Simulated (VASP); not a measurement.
Wanted: the native input for a VASP 6.6.1 run.

| Item | Value |
| --- | --- |
| Task | single point |
| Functional | PBE |
| Potentials or basis | VASP PAW PBE potentials, release 64 (Pb_d, F) |
| Cutoff | 520 eV |
| k mesh | 3 × 3 × 3 |
| Occupations | gaussian, width 0.1 eV |
| Spin | no spin polarisation |
| Dipole correction | no |
| Further INCAR settings | ALGO = Normal; EDIFF = 1e-07; NBANDS = 21 |

The structure of PbF2 lies in POSCAR:

```
PbF2
1.0
    0.0000000000      2.9579484323      2.9579484323
    2.9579484323      0.0000000000      2.9579484323
    2.9579484323      2.9579484323      0.0000000000
Pb F
1 2
Direct
    0.0000000000      0.0000000000      0.0000000000
    0.7500000000      0.7500000000      0.7500000000
    0.2584518039      0.2415481961      0.2584518039
```

These files were run (other wordings do the same):

INCAR

```
SYSTEM = PbF2
  PREC = Accurate
  ENCUT = 520
  EDIFF = 1E-7
  ISMEAR = 0
  SIGMA = 0.1
  LREAL = .FALSE.
  LASPH = .TRUE.
  NELM = 80
  ALGO = Normal
  ISIF = 2
  LWAVE = .FALSE.
  LCHARG = .TRUE.
  GGA = PE
  LELF = .TRUE.
  LVHAR = .TRUE.
  NBANDS = 21
```

KPOINTS

```
Automatic mesh
0
G
  3 3 3
  0 0 0
```

Potentials or basis: VASP PAW PBE potentials, release 64 (Pb_d, F).

Command:

```bash
$ cat potpaw_PBE.64/Pb_d/POTCAR potpaw_PBE.64/F/POTCAR > POTCAR
$ mpirun -np 1 vasp_std > vasp.out
```

Results of the run:

```json
{"Pressure": "3.0 GPa", "Largest force": "0.135 eV/Å", "Band gap on the k mesh": "4.65 eV, indirect (least direct gap 5.20 eV)"}
```

Caveat: the k points lie up to 0.61 Å⁻¹ apart; spin-orbit coupling is left out, which moves the levels of the heavy elements.

It used 11 s of CPU time on 1 thread of Intel Xeon 6975P-C, on a shared host.
